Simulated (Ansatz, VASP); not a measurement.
# One calculation of Na2S, two programs

```xyz
3
Lattice="0.0000 3.2735 3.2735 3.2735 0.0000 3.2735 3.2735 3.2735 0.0000" Properties=species:S:1:pos:R:3 pbc="T T T"
Na    1.6367    1.6367    1.6367
Na    4.9102    4.9102    4.9102
S     0.0000    0.0000    0.0000
```

Alike in both runs: task single point; functional PBEsol; k mesh 4 × 4 × 4; no spin polarisation.

```csv
,VASP,Ansatz
version,VASP 6.6.1,Ansatz 0.2.0
potentials or method,"VASP PAW PBE potentials, release 64 (Na_pv, S)","plane waves, PAW"
plane-wave cutoff (eV),500,420
occupations,"gaussian, width 0.01 eV",fixed
valence electrons in the cell,20,24
```

|  | VASP | Ansatz | Ansatz less VASP |
| --- | --- | --- | --- |
| pressure (GPa) | -0.5 | -0.6 | -0.04 |

VASP's potentials were made for PBE, not for PBEsol. VASP's potentials hold 20 valence electrons a cell and Ansatz's 24, so a difference there can come from the potentials and not from the codes.
